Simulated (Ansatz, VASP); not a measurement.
## AgCl in VASP and in Ansatz

```
Ag Cl
1.0
     3.43397    0.00000    0.00000
     0.00000    3.50265    0.00000
     0.00000    0.00000    3.43397
Ag Cl
1 1
Direct
  0.00000 0.00000 0.00000
  0.50000 0.50000 0.50000
```

Change from the starting cell: strain +0.0200 x Voigt [0, 1, 0, 0, 0, 0], atoms carried along.

Alike in both runs: task single point; functional r2SCAN; k mesh 8 × 8 × 8; occupations gaussian, width 0.05 eV; no spin polarisation.

```csv
,VASP,Ansatz
version,VASP 6.6.1,Ansatz 0.2.0
potentials or method,"VASP PAW PBE potentials, release 64 (Ag, Cl), cutoff 520 eV","scalar-relativistic, plane waves, PAW"
valence electrons in the cell,18,26
```

|  | VASP | Ansatz | Ansatz less VASP |
| --- | --- | --- | --- |
| gap on the k mesh at the Fermi level (eV) | 1.14 | 1.18 | +0.040 |
| least direct gap on the mesh (eV) | 2.58 | 2.60 | +0.016 |
| pressure (GPa) | -2.8 | -2.7 | +0.10 |
| traceless stress, the component that is largest in VASP (GPa) | -0.70 | -0.70 | -0.008 |

VASP's potentials were made for PBE, not for r2SCAN. VASP's potentials hold 18 valence electrons a cell and Ansatz's 26, so a difference there can come from the potentials and not from the codes.
